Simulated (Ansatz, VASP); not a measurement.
**Al in VASP and in Ansatz**

File INCAR:

```
PREC = Accurate
ENCUT = 520
EDIFF = 1E-6
ISMEAR = -1
SIGMA = 0.1
LREAL = False
LASPH = True
NELM = 100
ALGO = Normal
ISIF = 2
LWAVE = False
LCHARG = False
GGA = B5
ALDAX = 1.0
AGGAX = 1.0
AGGAC = 1.0
ALDAC = 0.0
NBANDS = 14
```

KPOINTS

```
Automatic mesh
0
Gamma
  14 14 4
```

Contents of POSCAR:

```
Al
1.0
    2.7622802262      0.0000000000      0.0000000000
   -1.3811401131      2.3922048483      0.0000000000
    0.0000000000      0.0000000000      9.3270812185
Al
4
Direct
    0.0000000000      1.0000000000      1.0000000000
    0.0000000000      1.0000000000      0.5000000000
    0.3333333333      0.6666666667      0.2500000000
    0.6666666667      0.3333333333      0.7500000000
```

Input for Ansatz:

```yaml
crystal:
  lattice:
    - [2.7622802262, 0.0, 0.0]
    - [-1.3811401131, 2.3922048483, 0.0]
    - [0.0, 0.0, 9.3270812185]
  atoms:
    - { symbol: Al, position: [0.0, 1.0, 1.0] }
    - { symbol: Al, position: [0.0, 1.0, 0.5] }
    - { symbol: Al, position: [0.3333333333, 0.6666666667, 0.25] }
    - { symbol: Al, position: [0.6666666667, 0.3333333333, 0.75] }
hamiltonian:
  xc: blyp
  pseudopotentials:
    kind: paw
    azcp:
      Al: "pseudopotentials/Al.paw.azcp"
basis:
  ecutwfc: 420
  fft_grid_basis: typed
kpoints:
  mp_grid: { grid: [14, 14, 4], shift: [0, 0, 0] }
magnetization:
  spin_polarized: false
scf:
  occupations: { method: fermi_dirac, width: 0.1 }
  lower_state_search: "off"
output:
  stress: true
```

Alike in both runs: task single point; functional BLYP; k mesh 14 × 14 × 4; occupations fermi-dirac, width 0.1 eV; no spin polarisation.

```csv
,VASP,Ansatz
version,VASP 6.6.1,Ansatz 0.2.0
potentials or method,"VASP PAW PBE potentials, release 64 (Al), cutoff 520 eV","plane waves (420 eV) with PAW, scalar-relativistic"
valence electrons in the cell,12,12
```

```tsv
	VASP	Ansatz	Ansatz less VASP
pressure (GPa)	10.0	9.9	-0.19
traceless stress, the component that is largest in VASP (GPa)	-0.56	-0.54	+0.023
```

VASP's potentials were made for PBE, not for BLYP.
